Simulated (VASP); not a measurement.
# KCl (Fm-3m) in VASP: G0W0 quasiparticle levels with PBE

Aim: the G0W0 quasiparticle levels of KCl with PBE.

Program: VASP 6.6.1. These are calculated values, not measurements. Logs are shortened: lines on timing, memory, paths and dates and some standing lists are left out, and cuts for length are marked.

### Step 1. The cell of the first run

It takes space group Fm-3m (No. 225, cubic). Conventional cell: a = 6.290 Å, b = 6.290 Å, c = 6.290 Å, α = 90.00°, β = 90.00°, γ = 90.00°. Within 4.1 Å of K (site symmetry m-3m) lie 6 Cl at 3.14 Å. Within 4.1 Å of Cl (site symmetry m-3m) lie 6 K at 3.14 Å.

### Step 2. G0W0 quasiparticle levels, PBE

Contents of POSCAR:

```
KCl
1.0
    0.0000000000      3.1448483123      3.1448483123
    3.1448483123      0.0000000000      3.1448483123
    3.1448483123      3.1448483123      0.0000000000
K Cl
1 1
Direct
    0.0000000000      0.0000000000      0.0000000000
    0.5000000000      0.5000000000      0.5000000000
```

Contents of INCAR.step1:

```
  ALGO = Normal
  EDIFF = 1E-8
  ENCUT = 500
  GGA = PE
  ISMEAR = 0
  LASPH = T
  LCHARG = F
  LREAL = F
  LWAVE = T
  NELM = 80
  PREC = Accurate
  SIGMA = 0.01
```

Contents of INCAR.step2:

```
  ALGO = Exact
  EDIFF = 1E-8
  ENCUT = 500
  GGA = PE
  ISMEAR = 0
  ISTART = 1
  LASPH = T
  LCHARG = F
  LOPTICS = T
  LREAL = F
  LWAVE = T
  NBANDS = 267
  NELM = 1
  PREC = Accurate
  SIGMA = 0.01
```

Contents of INCAR.step3:

```
  ALGO = EVGW0
  EDIFF = 1E-8
  ENCUT = 500
  ENCUTGW = 150.0
  GGA = PE
  ISMEAR = 0
  ISTART = 1
  LASPH = T
  LCHARG = F
  LREAL = F
  LWAVE = F
  NBANDS = 267
  NBANDSGW = 16
  NELMGW = 1
  NOMEGA = 96
  OMEGAMAX = 20
  PREC = Accurate
  PRECFOCK = Fast
  SIGMA = 0.01
```

Contents of KPOINTS:

```
k-points
0
Gamma
  4 4 4
```

Potentials or basis: VASP PAW PBE potentials, release 64 (K_sv_GW, Cl_GW).

The run is started by

```bash
$ cat potpaw_PBE.64/K_sv_GW/POTCAR potpaw_PBE.64/Cl_GW/POTCAR > POTCAR
$ cp INCAR.step1 INCAR
$ mpirun -np 1 vasp_std > vasp.out
$ cp INCAR.step2 INCAR
$ mpirun -np 1 vasp_std > vasp.out
$ cp INCAR.step3 INCAR
$ mpirun -np 1 vasp_std > vasp.out
```

OUTCAR:

```text
EDIFF = 1E-8
   ENCUT = 500
   ENCUTGW = 150.0
   GGA = PE
   ISMEAR = 0
   ISTART = 1
   LASPH = T
   LREAL = F
   NELMGW = 1
   PREC = Accurate
   PRECFOCK = Fast

 ion  position               nearest neighbor table
   1  0.000  0.000  0.000-
   2  0.500  0.500  0.500-

  LATTYP: Found a face centered cubic cell.
 ALAT       =     6.2896966246

  Lattice vectors:

 A1 = (   0.0000000000,   3.1448483123,   3.1448483123)
 A2 = (   3.1448483123,   0.0000000000,   3.1448483123)
 A3 = (   3.1448483123,   3.1448483123,   0.0000000000)

Analysis of symmetry for initial positions (statically):
=====================================================================
 Subroutine PRICEL returns:
 Original cell was already a primitive cell.

 Routine SETGRP: Setting up the symmetry group for a
 face centered cubic supercell.

 Subroutine GETGRP returns: Found 48 space group operations
 (whereof 48 operations were pure point group operations)
 out of a pool of 48 trial point group operations.

The static configuration has the point symmetry O_h .

Analysis of symmetry for dynamics (positions and initial velocities):
=====================================================================
 Subroutine PRICEL returns:
 Original cell was already a primitive cell.

 Routine SETGRP: Setting up the symmetry group for a
 face centered cubic supercell.

 Subroutine GETGRP returns: Found 48 space group operations
 (whereof 48 operations were pure point group operations)
 out of a pool of 48 trial point group operations.

The dynamic configuration has the point symmetry O_h .

 Subroutine INISYM returns: Found 48 space group operations
 (whereof 48 operations are pure point group operations),
 and found     1 'primitive' translations

----------------------------------------------------------------------------------------

                                     Primitive cell

  volume of cell :      62.2055

  direct lattice vectors                    reciprocal lattice vectors
     0.000000000  3.144848312  3.144848312    -0.158990180  0.158990180  0.158990180
     3.144848312  0.000000000  3.144848312     0.158990180 -0.158990180  0.158990180
     3.144848312  3.144848312  0.000000000     0.158990180  0.158990180 -0.158990180

  length of vectors
     4.447487135  4.447487135  4.447487135     0.275379070  0.275379070  0.275379070

  position of ions in fractional coordinates (direct lattice)
     0.000000000  0.000000000  0.000000000
     0.500000000  0.500000000  0.500000000

  ion indices of the primitive-cell ions
   primitive index   ion index
                 1           1
                 2           2

----------------------------------------------------------------------------------------

 KPOINTS: k-points

Automatic generation of k-mesh.
 Grid dimensions read from file:
 generate k-points for:    4    4    4

 Generating k-lattice:

  Cartesian coordinates                     Fractional coordinates (reciprocal lattice)
    -0.039747545  0.039747545  0.039747545     0.250000000  0.000000000  0.000000000
     0.039747545 -0.039747545  0.039747545     0.000000000  0.250000000  0.000000000
     0.039747545  0.039747545 -0.039747545     0.000000000  0.000000000  0.250000000

  Length of vectors
     0.068844768  0.068844768  0.068844768

  Shift w.r.t. Gamma in fractional coordinates (k-lattice)
     0.000000000  0.000000000  0.000000000

 Subroutine IBZKPT returns following result:
 ===========================================

 Found      8 irreducible k-points:

 Following reciprocal coordinates:
            Coordinates               Weight
  0.000000  0.000000  0.000000      1.000000
  0.250000  0.000000  0.000000      8.000000
  0.500000  0.000000  0.000000      4.000000
  0.250000  0.250000  0.000000      6.000000
  0.500000  0.250000  0.000000     24.000000
 -0.250000  0.250000  0.000000     12.000000
  0.500000  0.500000  0.000000      3.000000
 -0.250000  0.500000  0.250000      6.000000
   k-points           NKPTS =      8   k-points in BZ     NKDIM =     64   number of bands    NBANDS=    267
   number of dos      NEDOS =    301   number of ions     NIONS =      2
   total plane-waves  NPLWV =  32768
   dimension x,y,z NGX =    32 NGY =   32 NGZ =   32
   dimension x,y,z NGXF=    64 NGYF=   64 NGZF=   64
   ions per type =               1   1
   NGX,Y,Z   is equivalent  to a cutoff of  11.96, 11.96, 11.96 a.u.
   NGXF,Y,Z  is equivalent  to a cutoff of  23.92, 23.92, 23.92 a.u.
 SYSTEM =  unknown system
   PREC   = accura    normal or accurate (medium, high low for compatibility)
   ISTART =      1    job   : 0-new  1-cont  2-samecut
   ICHARG =      0    charge: 1-file 2-atom 10-const
   ISPIN  =      1    spin polarized calculation?
   LNONCOLLINEAR =      F non collinear calculations
   LSORBIT =      F    spin-orbit coupling
   LASPH  =      T    aspherical Exc in radial PAW
   ENCUT  =  500.0 eV  36.75 Ry    6.06 a.u.   8.11  8.11  8.11*2*pi/ulx,y,z
   NELM   =     60;   NELMIN=  2; NELMDL=  0     # of ELM steps
   EDIFF  = 0.1E-07   stopping-criterion for ELM
   LREAL  =      F    real-space projection
   EDIFFG = 0.1E-06   stopping-criterion for IOM
   NSW    =      0    number of steps for IOM
   IBRION =     -1    ionic relax: 0-MD 1-quasi-New 2-CG
   NFREE  =      0    steps in history (QN), initial steepest desc. (CG)
   ISIF   =      0    stress and relaxation
   ISYM   =      3    0-nonsym 1-usesym 2-fastsym
   POTIM  = 0.5000    time-step for ionic-motion
   TEBEG  =    0.0;   TEEND  =   0.0 temperature during run
   PSTRESS=    0.0 pullay stress
   NELECT =      16.0000    total number of electrons
   NUPDOWN=      -1.0000    fix difference up-down
   EMIN   =  10.00;   EMAX   =-10.00  energy-range for DOS
   EFERMI =   0.00;   METHOD = LEGACY
   ISMEAR =     0;   SIGMA  =   0.01  broadening in eV -4-tet -1-fermi 0-gaus
   EFERMI_NEDOS =   21; number of points for ismear=-14 and -15
   IALGO  =     38    algorithm
   IMIX   =      4    mixing-type and parameters
     AMIX     =   0.40;   BMIX     =  1.00
     AMIX_MAG =   1.60;   BMIX_MAG =  1.00
  volume/ion in A,a.u.               =      31.10       209.89
  Fermi-wavevector in a.u.,A,eV,Ry     =   1.041130  1.967451 14.748069  1.083952
  Thomas-Fermi vector in A             =   2.175737
   LORBIT       =      0    0 simple, 1 ext, 2 COOP (PROOUT), +10 PAW based schemes
   GGA     = PE    functional components
   LHFCALC =     T    Hartree Fock is set to
   PRECFOCK=fast      Normal, Fast or Accurate (Low or Medium for compatibility)
   ENCUT4O =  -1.0   cutoff for four orbital integrals eV
   NKREDX  =     1    reduce k-point grid by
   NKREDY  =     1    reduce k-point grid by
   NKREDZ  =     1    reduce k-point grid by
   AEXX    =    1.0000 exact exchange contribution
   HFSCREEN=    0.0000 screening length (either q_TF or 0.3 A-1)
   HFSCREENC=   0.0000 screening length for correlation (either q_TF or 0.3 A-1)
   ENCUTFOCK=  -1.0 apply spherical cutoff to Coloumb kernel
   IVDW    =     0    specifies the selected vdW correction
   LEPSILON=     F    determine dielectric tensor
   LRPA    =     F    only Hartree local field effects (RPA)
   LRPAFORCE           =     F    calculate RPA forces
   ENCUTGW             = 150.0    cutoff for response function in eV
   ENCUTGWSOFT         = 120.0    soft cutoff for Coulomb kernel in GW response function in eV
   ENCUTLF             =  -1.0    cutoff for local field effects
   NELMGW              =     1    number of iterations in solving QP/BSE equation
   NELMHF              =     1    number of iterations in the inner HF iteration
   NKREDLFX            =     1    NKREDLFY  =   1   NKREDLFZ  =   1
 non-spin polarized calculation
 Gauss-broadening in eV      SIGMA  =   0.01
  energy-cutoff  :      500.00
  volume of cell :       62.21
 maximum number of plane-waves:      1604
  NGX = 18; NGY = 18; NGZ = 18
   NGX = 17   NGY = 17   NGZ = 17
 maximum number of plane-waves:       268
 NGX is ok and might be reduce to    18

 QP shifts <psi_nk| G(iteration)W_0 |psi_nk>: iteration 1
 for sc-GW calculations column KS-energies equals QP-energies in previous step
 and V_xc(KS)=  KS-energies - (<T + V_ion + V_H > + <T+V_H+V_ion>^1  + <V_x>^1)

 k-point   1 :       0.0000    0.0000    0.0000
  band No.  KS-energies  QP-energies   sigma(KS)   V_xc(KS)     V^pw_x(r,r')   Z            occupation Imag(sigma)

      1     -27.8198     -29.6875     -21.5686     -18.5123     -30.7364       0.6111       2.0000       0.4143
      2     -12.7530     -14.5289     -17.4643     -15.1911     -24.3594       0.7813       2.0000       1.2394
      3     -11.2805     -14.5321     -21.8442     -17.8350     -24.6921       0.8110       2.0000       0.0552
      4     -11.2805     -14.5321     -21.8442     -17.8350     -24.6921       0.8110       2.0000       0.0552
      5     -11.2805     -14.5321     -21.8442     -17.8350     -24.6921       0.8110       2.0000       0.0552
      6      -0.6321      -2.7348     -16.8381     -14.1932     -18.6387       0.7950       2.0000       0.0346
[... 8 lines left out ...]
     15      12.3438      12.5090      -4.0821      -4.2869      -0.6811       0.8062       0.0000      -0.1189
     16      15.3706      18.3028     -10.1410     -13.8477      -6.0417       0.7911       0.0000      -0.0997

 k-point   2 :       0.2500    0.0000    0.0000
  band No.  KS-energies  QP-energies   sigma(KS)   V_xc(KS)     V^pw_x(r,r')   Z            occupation Imag(sigma)

      1     -27.8145     -29.6798     -21.5734     -18.5217     -30.7442       0.6112       2.0000       0.4085
      2     -12.8521     -14.7763     -17.7224     -15.2561     -24.2996       0.7802       2.0000       1.1450
      3     -11.2852     -14.5338     -21.8328     -17.8256     -24.6785       0.8107       2.0000       0.0534
      4     -11.2852     -14.5338     -21.8328     -17.8256     -24.6785       0.8107       2.0000       0.0534
      5     -11.1546     -14.1946     -21.5947     -17.7980     -24.7510       0.8007       2.0000       0.1240
      6      -1.2194      -3.4071     -15.8859     -13.1321     -17.6941       0.7944       2.0000       0.0375
[... 8 lines left out ...]
     15      12.8649      15.0419      -8.2590     -10.8998      -4.5445       0.8244       0.0000      -0.0812
     16      13.6460      15.9643      -8.8290     -11.6564      -5.0034       0.8199       0.0000      -0.0858

 k-point   3 :       0.5000    0.0000    0.0000
  band No.  KS-energies  QP-energies   sigma(KS)   V_xc(KS)     V^pw_x(r,r')   Z            occupation Imag(sigma)

      1     -27.8091     -29.6717     -21.5784     -18.5312     -30.7521       0.6112       2.0000       0.4028
      2     -12.9387     -14.9491     -17.8990     -15.2914     -24.2485       0.7710       2.0000       1.0754
      3     -11.2898     -14.5354     -21.8215     -17.8165     -24.6651       0.8104       2.0000       0.0513
      4     -11.2898     -14.5354     -21.8215     -17.8165     -24.6651       0.8104       2.0000       0.0513
      5     -11.0402     -13.9065     -21.4325     -17.7934     -24.8030       0.7876       2.0000       0.1655
      6      -1.6870      -3.9593     -15.3631     -12.4994     -17.2329       0.7935       2.0000       0.0424
[... 74 lines left out ...]
      1     -27.8060     -29.6697     -21.5826     -18.5366     -30.7565       0.6118       2.0000       0.4071
      2     -12.6535     -14.4871     -17.5580     -15.3397     -24.4611       0.8266       2.0000       1.2583
      3     -11.4233     -14.6600     -21.5529     -17.5165     -24.4210       0.8019       2.0000       0.0719
      4     -11.3365     -14.5721     -21.7374     -17.7167     -24.5927       0.8047       2.0000       0.0619
      5     -11.3365     -14.5721     -21.7374     -17.7167     -24.5927       0.8047       2.0000       0.0619
      6      -1.2907      -3.5242     -16.1172     -13.3091     -17.9851       0.7954       2.0000       0.0382
[... 8 lines left out ...]
     15      10.9853      13.8338      -9.1663     -12.6199      -5.6068       0.8248       0.0000      -0.0573
     16      13.2993      14.1782      -6.9968      -8.1014      -3.1007       0.7957       0.0000      -0.1438

 k-point   8 :      -0.2500    0.5000    0.2500
  band No.  KS-energies  QP-energies   sigma(KS)   V_xc(KS)     V^pw_x(r,r')   Z            occupation Imag(sigma)

      1     -27.8059     -29.6699     -21.5824     -18.5368     -30.7567       0.6120       2.0000       0.4050
      2     -12.7493     -14.7163     -17.7384     -15.3536     -24.3903       0.8248       2.0000       1.1827
      3     -11.3798     -14.6131     -21.6442     -17.6165     -24.5060       0.8028       2.0000       0.0668
      4     -11.3798     -14.6131     -21.6442     -17.6165     -24.5060       0.8028       2.0000       0.0668
      5     -11.1915     -14.2796     -21.6516     -17.8064     -24.7347       0.8031       2.0000       0.1058
      6      -1.1196      -3.2937     -16.1996     -13.4569     -18.0411       0.7927       2.0000       0.0379
[... 8 lines left out ...]
     15      11.3432      12.9143      -7.8417      -9.7275      -4.3528       0.8331       0.0000      -0.0597
     16      12.0930      13.9383      -8.1088     -10.3813      -4.4003       0.8120       0.0000      -0.0858
```

It took 5.9 min on 1 thread of AMD EPYC 9R45 (Zen 5), shared host; peak memory 0.82 GiB.

What came out:

```yaml
Quasiparticle_gap: 7.99 eV
Least_direct_quasiparticle_gap: 7.99 eV
Band_gap_of_the_starting_levels_on_the_mesh: 5.19 eV
Least_direct_gap_of_the_starting_levels_on_the_mesh: 5.19 eV
```

Caveat: the k points lie up to 0.43 Å⁻¹ apart; bands, screening cutoff and mesh are small and nothing is extrapolated, so the quasiparticle values aren't converged.
